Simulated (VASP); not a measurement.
# SnO (F-43m) in VASP: single point with HSE06

Aim: the single point of SnO with HSE06.

Everything below comes from runs of VASP 6.6.1. Logs are shortened: lines on timing, memory, paths and dates and some standing lists are left out, and cuts for length are marked.

## 1. The cell of the first run

Symmetry: F-43m, No. 216, cubic system. Conventional cell: a = 5.424 Å, b = 5.424 Å, c = 5.424 Å, α = 90.00°, β = 90.00°, γ = 90.00°. Within 3.1 Å of Sn (site symmetry -43m) lie 4 O at 2.35 Å. O (site symmetry -43m) has 4 Sn at 2.35 Å within 3.1 Å.

## 2. Single point, HSE06

POSCAR

```
SnO
1.0
    0.0000000000      2.7118416034      2.7118416034
    2.7118416034      0.0000000000      2.7118416034
    2.7118416034      2.7118416034      0.0000000000
Sn O
1 1
Direct
    0.0000000000      0.0000000000      0.0000000000
    0.2500000000      0.2500000000      0.2500000000
```

INCAR.step1

```
SYSTEM = SnO
  ALGO = Normal
  EDIFF = 1E-5
  ENCUT = 520
  GGA = PE
  GGA_COMPAT = .False.
  ISIF = 2
  ISMEAR = -1
  LASPH = .True.
  LREAL = .False.
  LWAVE = .True.
  NBANDS = 17
  NELM = 120
  PREC = Accurate
  SIGMA = 0.02
```

INCAR.step2

```
SYSTEM = SnO
  ALGO = Normal
  EDIFF = 1E-6
  ENCUT = 520
  GGA = PE
  GGA_COMPAT = .False.
  HFSCREEN = 0.2079
  ISIF = 2
  ISMEAR = -1
  ISTART = 1
  LASPH = .True.
  LCHARG = .True.
  LELF = .True.
  LHFCALC = .True.
  LREAL = .False.
  LVHAR = .True.
  LWAVE = .False.
  NBANDS = 17
  NELM = 120
  PREC = Accurate
  PRECFOCK = Normal
  SIGMA = 0.02
```

KPOINTS

```
k-points
0
Gamma
  6 6 6
  0 0 0
```

Potentials or basis: VASP PAW PBE potentials, release 64 (Sn_d, O).

Launch:

```sh
$ cat potpaw_PBE.64/Sn_d/POTCAR potpaw_PBE.64/O/POTCAR > POTCAR
$ cp INCAR.step1 INCAR
$ mpirun -np 1 vasp_std > vasp.out
$ cp INCAR.step2 INCAR
$ mpirun -np 1 vasp_std > vasp.out
```

OUTCAR:

```text
SYSTEM = SnO
   EDIFF = 1E-6
   ENCUT = 520
   GGA = PE
   HFSCREEN = 0.2079
   ISIF = 2
   ISMEAR = -1
   ISTART = 1
   LASPH = .True.
   LHFCALC = .True.
   LREAL = .False.
   NELM = 120
   PREC = Accurate
   PRECFOCK = Normal

 ion  position               nearest neighbor table
   1  0.000  0.000  0.000-   2 2.35   2 2.35   2 2.35   2 2.35
   2  0.250  0.250  0.250-   1 2.35   1 2.35   1 2.35   1 2.35

  LATTYP: Found a face centered cubic cell.
 ALAT       =     5.4236832068

  Lattice vectors:

 A1 = (   0.0000000000,   2.7118416034,   2.7118416034)
 A2 = (   2.7118416034,   0.0000000000,   2.7118416034)
 A3 = (   2.7118416034,   2.7118416034,   0.0000000000)

Analysis of symmetry for initial positions (statically):
=====================================================================
 Subroutine PRICEL returns:
 Original cell was already a primitive cell.

 Routine SETGRP: Setting up the symmetry group for a
 face centered cubic supercell.

 Subroutine GETGRP returns: Found 24 space group operations
 (whereof 24 operations were pure point group operations)
 out of a pool of 48 trial point group operations.

The static configuration has the point symmetry T_d .

Analysis of symmetry for dynamics (positions and initial velocities):
=====================================================================
 Subroutine PRICEL returns:
 Original cell was already a primitive cell.

 Routine SETGRP: Setting up the symmetry group for a
 face centered cubic supercell.

 Subroutine GETGRP returns: Found 24 space group operations
 (whereof 24 operations were pure point group operations)
 out of a pool of 48 trial point group operations.

The dynamic configuration has the point symmetry T_d .

 Subroutine INISYM returns: Found 24 space group operations
 (whereof 24 operations are pure point group operations),
 and found     1 'primitive' translations

----------------------------------------------------------------------------------------

                                     Primitive cell

  volume of cell :      39.8862

  direct lattice vectors                    reciprocal lattice vectors
     0.000000000  2.711841603  2.711841603    -0.184376550  0.184376550  0.184376550
     2.711841603  0.000000000  2.711841603     0.184376550 -0.184376550  0.184376550
     2.711841603  2.711841603  0.000000000     0.184376550  0.184376550 -0.184376550

[... 79 lines left out ...]
   NFREE  =      0    steps in history (QN), initial steepest desc. (CG)
   ISIF   =      2    stress and relaxation
   ISYM   =      3    0-nonsym 1-usesym 2-fastsym
   POTIM  = 0.5000    time-step for ionic-motion
   TEBEG  =    0.0;   TEEND  =   0.0 temperature during run
   PSTRESS=    0.0 pullay stress
   NELECT =      20.0000    total number of electrons
   NUPDOWN=      -1.0000    fix difference up-down
   EMIN   =  10.00;   EMAX   =-10.00  energy-range for DOS
   EFERMI =   0.00;   METHOD = LEGACY
   ISMEAR =    -1;   SIGMA  =   0.02  broadening in eV -4-tet -1-fermi 0-gaus
   EFERMI_NEDOS =   21; number of points for ismear=-14 and -15
   IALGO  =     38    algorithm
   IMIX   =      1    mixing-type and parameters
     AMIX     =   0.40;   BMIX     =  1.00
     AMIX_MAG =   1.60;   BMIX_MAG =  1.00
  volume/ion in A,a.u.               =      19.94       134.58
  Fermi-wavevector in a.u.,A,eV,Ry     =   1.300600  2.457778 23.015086  1.691561
  Thomas-Fermi vector in A             =   2.431789
   LORBIT       =      0    0 simple, 1 ext, 2 COOP (PROOUT), +10 PAW based schemes
   GGA     = PE    functional components
   LHFCALC =     T    Hartree Fock is set to
   PRECFOCK=normal    Normal, Fast or Accurate (Low or Medium for compatibility)
   ENCUT4O =  -1.0   cutoff for four orbital integrals eV
   NKREDX  =     1    reduce k-point grid by
   NKREDY  =     1    reduce k-point grid by
   NKREDZ  =     1    reduce k-point grid by
   AEXX    =    0.2500 exact exchange contribution
   HFSCREEN=    0.2079 screening length (either q_TF or 0.3 A-1)
   HFSCREENC=   0.2079 screening length for correlation (either q_TF or 0.3 A-1)
   ENCUTFOCK=  -1.0 apply spherical cutoff to Coloumb kernel
   IVDW    =     0    specifies the selected vdW correction
   LEPSILON=     F    determine dielectric tensor
   LRPA    =     F    only Hartree local field effects (RPA)
 non-spin polarized calculation
  energy-cutoff  :      520.00
  volume of cell :       39.89
 maximum number of plane-waves:      1090
 NGX is ok and might be reduce to    30
  NGX = 24; NGY = 24; NGZ = 24

 number of electron      19.9999994 magnetization

 Free energy of the ion-electron system (eV)
  ---------------------------------------------------
  ext. energy  EPLUGINS =         0.00000000
  ---------------------------------------------------
  free energy    TOTEN  =       -12.74263939 eV

  energy without entropy =      -12.74138907  energy(sigma->0) =      -12.74201423

 E-fermi :   5.8915     XC(G=0):  -7.9823

 val. band max:        5.8695212303   @ k =  -0.3333   0.5000   0.1667
 cond. band min:       6.7217505742   @ k =   0.5000   0.3333   0.0000
 fundamental gap:      0.8522293438
 Fermi energy:         5.8914972070

 k-point     1 :       0.0000    0.0000    0.0000
  band No.  band energies     occupation
      1     -18.1102      2.00000
      2     -18.1102      2.00000
      3     -18.1102      2.00000
      4     -18.0544      2.00000
      5     -18.0544      2.00000
      6     -15.3770      2.00000
[... 297 lines left out ...]
      4     -18.0432      2.00000
      5     -18.0393      2.00000
      6     -14.5378      2.00000
[... 9 lines left out ...]
     16      19.4348      0.00000
     17      21.5676      0.00000

------------------------ aborting loop because EDIFF is reached ----------------------------------------

  FORCE on cell =-STRESS in cart. coord.  units (eV):
  Direction    XX          YY          ZZ          XY          YZ          ZX
  --------------------------------------------------------------------------------------
  -------------------------------------------------------------------------------------
  Total        0.0330784      0.0330784      0.0330784     -0.0000000      0.0000000     -0.0000000
  in kB        1.3287162      1.3287162      1.3287162     -0.0000000      0.0000000     -0.0000000
  external PRESSURE =       1.3287162 kB  Pullay stress =       0.0000000 kB

 VOLUME and BASIS-vectors are now :
 -----------------------------------------------------------------------------
  energy-cutoff  :      520.00
  volume of cell :       39.89
      direct lattice vectors                 reciprocal lattice vectors
     0.000000000  2.711841603  2.711841603    -0.184376550  0.184376550  0.184376550
     2.711841603  0.000000000  2.711841603     0.184376550 -0.184376550  0.184376550
     2.711841603  2.711841603  0.000000000     0.184376550  0.184376550 -0.184376550

 POSITION                                       TOTAL-FORCE (eV/Angst)
 -----------------------------------------------------------------------------------
      0.00000      0.00000      0.00000        -0.000000      0.000000     -0.000000
      1.35592      1.35592      1.35592         0.000000     -0.000000      0.000000
 -----------------------------------------------------------------------------------
    total drift:                               -0.000007     -0.000003     -0.000001

  FREE ENERGIE OF THE ION-ELECTRON SYSTEM (eV)
  ---------------------------------------------------
  free  energy   TOTEN  =       -12.7426393885 eV

  energy  without entropy=      -12.7413890727  energy(sigma->0) =      -12.74201423
```

Wall time 56 min (1 thread of Oxide Virtual Turin-like, shared host); peak memory 0.25 GiB.

What came out:

* Free energy: -12.7426 eV
* Pressure: 0.1 GPa
* Band gap on the k mesh: zero (bands 10 and 11 overlap by 0.16 eV)

Caveat: the structure was generated, so it needn't be the stable form of SnO; the PAW data sets were made with another functional, which shifts forces and pressure a little; spin-orbit coupling is left out, which moves the levels of the heavy elements.

The gap in the log of VASP goes by the Fermi energy; the results here count the filled bands.